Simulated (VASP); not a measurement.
# Te2Mo: single point with PBE+D3(BJ)

Crystal: Te2Mo.

```
CELL_PARAMETERS angstrom
3.45444 0.00000 0.00000
-1.72722 2.99163 0.00000
0.00000 0.00000 7.80221
ATOMIC_POSITIONS crystal
Te 0.33333 0.66667 0.76141
Te 0.33333 0.66667 0.23859
Mo 0.00000 0.00000 0.00000
```

This cell differs from its parent crystal: mode 5 frozen in at +0.000 Å, strain +e along z and -e/2 along x and y +0.0233.

```
Program             : VASP 6.6.1
Task                : single point
Functional          : PBE
Dispersion          : D3(BJ)
Potentials or basis : VASP PAW PBE potentials, release 64 (Te, Mo_sv)
Cutoff              : 520 eV
k mesh              : 9 × 9 × 4
Occupations         : gaussian, width 0.05 eV
Spin                : no spin polarisation
```

```json
{"Pressure": "-0.5 GPa", "Largest force": "0.306 eV/Å", "Band gap on the k mesh": "0.89 eV, indirect (least direct gap 1.31 eV)", "Dispersion energy per atom": "-0.500 eV"}
```

Forces on the atoms (eV/Å):
```
Te   0.000  0.000  0.306
Te   0.000  0.000 -0.306
Mo   0.000  0.000  0.000
```

Stress tensor (GPa, compression positive):
```
 0.73  0.00  0.00
 0.00  0.73  0.00
 0.00  0.00 -2.89
```

Levels at points of the mesh, in eV from the valence-band top:
```
           k point  band 11  band 12  band 13  band 14  band 15  band 16
(0.00, 0.00, 0.00)    -1.14    -0.73    -0.73     3.33     3.33     3.45
(0.00, 0.00, 0.50)    -0.74    -0.74    -0.47     3.22     3.22     3.57
```

It took 53 s on 1 thread of Intel(R) Xeon(R) Platinum 8259CL CPU @ 2.50GHz (Skylake/Cascade Lake), with other jobs on the host, peak memory 0.24 GiB.

Caveat: the cell differs from its parent crystal (mode 5 frozen in at +0.000 Å, strain +e along z and -e/2 along x and y +0.0233); spin-orbit coupling is left out, which moves the levels of the heavy elements. A k mesh can miss the band edges.
